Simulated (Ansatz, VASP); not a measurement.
Pt in VASP and in Ansatz

INCAR

```
ALGO = Fast
EDIFF = 1E-7
ENCUT = 520
ISIF = 2
ISMEAR = 0
LASPH = True
LCHARG = True
LELF = True
LREAL = False
LVHAR = True
LWAVE = False
NBANDS = 11
NELM = 60
PREC = Accurate
SIGMA = 0.15
```

KPOINTS

```
k-points
0
Gamma
  22 22 22
```

POSCAR

```
Pt
1.0
    0.0000000000      2.1028847815      1.8019619693
    2.1028847815      0.0000000000      1.8019619693
    2.1028847815      2.1028847815      0.0000000000
Pt
1
Direct
    0.0000000000      0.0000000000      0.0000000000
```

Input for Ansatz:

```yaml
crystal:
  lattice:
    - [0.0, 2.1028847815, 1.8019619693]
    - [2.1028847815, 0.0, 1.8019619693]
    - [2.1028847815, 2.1028847815, 0.0]
  atoms:
    - { symbol: Pt, position: [0.0, 0.0, 0.0] }
basis:
  ecutwfc: 420
kpoints:
  mp_grid: { grid: [22, 22, 22] }
hamiltonian:
  xc: lda
  pseudopotentials: { kind: paw, azcp: { folder: soft_1 } }
scf:
  occupations: { method: gaussian, width: 0.15 }
output:
  forces: true
  stress: true
  eigenvalues: true
```

Alike in both runs: task single point; functional LDA; k mesh 22 × 22 × 22; occupations gaussian, width 0.15 eV; no spin polarisation.

|  | VASP | Ansatz |
| --- | --- | --- |
| version | VASP 6.6.1 | Ansatz 0.2.0 |
| potentials or method | VASP PAW LDA potentials, release 64 (Pt), cutoff 520 eV | scalar-relativistic, plane waves, PAW |
| valence electrons in the cell | 10 | 18 |

```tsv
	VASP	Ansatz	Ansatz less VASP
gap on the k mesh at the Fermi level (eV)	none	none	-
pressure (GPa)	-17.3	-17.9	-0.60
traceless stress, the component that is largest in VASP (GPa)	4.17	4.16	-0.019
```

Ansatz warns that its potentials were made for another functional, while VASP's fit it. LDA's correlation is that of Perdew and Zunger in VASP and of Perdew and Wang (1992) in Ansatz. A gap of «none» marks a metal or a gap that the smearing closes. VASP's potentials hold 10 valence electrons a cell and Ansatz's 18, so a difference there can come from the potentials and not from the codes.

Neither program's run includes spin-orbit coupling.
